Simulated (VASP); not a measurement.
B2P3, 5 atoms in the cell. Symmetry: Cmmm, No. 65, orthorhombic system. Conventional cell: a = 4.148 Å, b = 4.561 Å, c = 5.965 Å, α = 90.00°, β = 90.00°, γ = 90.00°. B (site symmetry m2m) has 3 B at 1.73 to 2.15 Å and 2 P at 2.03 Å within 2.3 Å. P (site symmetry mm2) has 6 B at 2.03 to 2.67 Å and 5 P at 2.58 to 2.90 Å within 2.9 Å. P (site symmetry mmm) has 12 P at 2.58 to 3.08 Å and 4 B at 3.11 Å within 3.4 Å. 

| Item | Value |
| --- | --- |
| Program | VASP 6.6.1 |
| Task | single point |
| Functional | PBE |
| Potentials or basis | VASP PAW PBE potentials, release 64 (B, P) |
| Cutoff | 520 eV |
| k mesh | 12 × 12 × 6 |
| Occupations | gaussian, width 0.1 eV |
| Spin | no spin polarisation |
| Dipole correction | no |
| Further INCAR settings | ALGO = Normal; EDIFF = 1e-06; NBANDS = 18 |

Potentials or basis: VASP PAW PBE potentials, release 64 (B, P).

Command:

```console
$ cat potpaw_PBE.64/B/POTCAR potpaw_PBE.64/P/POTCAR > POTCAR
$ mpirun -np 1 vasp_std > vasp.out
```

Hardware: 1 thread of Intel(R) Xeon(R) 6975P-C (Granite Rapids), with other jobs on the host.

Q: How long does it take, and how much memory?

A: Wall time 46 s on 1 thread of Intel(R) Xeon(R) 6975P-C (Granite Rapids), on a shared host, peak memory 0.27 GiB. Counts: scf iterations 13, k points 172.
